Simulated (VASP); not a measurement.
Here is a VASP 6.6.1 calculation.

Contents of POSCAR:

```
BeS
1.0
    0.0000000000      2.4343066372      2.4343066372
    2.4343066372      0.0000000000      2.4343066372
    2.4343066372      2.4343066372      0.0000000000
Be S
1 1
Direct
    0.0000000000      0.0000000000      0.0000000000
    0.2500000000      0.2500000000      0.2500000000
```

INCAR.step1

```
PREC = Accurate
ENCUT = 520
EDIFF = 1E-5
ISMEAR = 0
SIGMA = 0.01
LREAL = False
LASPH = True
NELM = 80
ALGO = Normal
ISIF = 2
LWAVE = True
LCHARG = False
GGA = PE
NBANDS = 11
```

File INCAR.step2:

```
PREC = Accurate
ENCUT = 520
EDIFF = 1E-6
ISMEAR = 0
SIGMA = 0.01
LREAL = False
LASPH = True
NELM = 80
ALGO = Normal
ISIF = 2
LWAVE = False
LCHARG = False
GGA = PE
LHFCALC = True
AEXX = 0.25
PRECFOCK = Normal
ISTART = 1
NBANDS = 11
```

File KPOINTS:

```
Automatic mesh
0
Gamma
  6 6 6
```

Potentials or basis: VASP PAW PBE potentials, release 64 (Be, S).

The run is started by

```sh
$ cat potpaw_PBE.64/Be/POTCAR potpaw_PBE.64/S/POTCAR > POTCAR
$ cp INCAR.step1 INCAR
$ mpirun -np 1 vasp_std > vasp.out
$ cp INCAR.step2 INCAR
$ mpirun -np 1 vasp_std > vasp.out
```

Task: What does it give for the band gap on the k mesh?

Result: 4.80 eV, indirect (least direct gap 7.62 eV).

Task: What does it give for the pressure?

Result: -1.1 GPa.

Caveat: the PAW data sets were made with another functional, which shifts forces and pressure a little. A k mesh can miss the band edges.
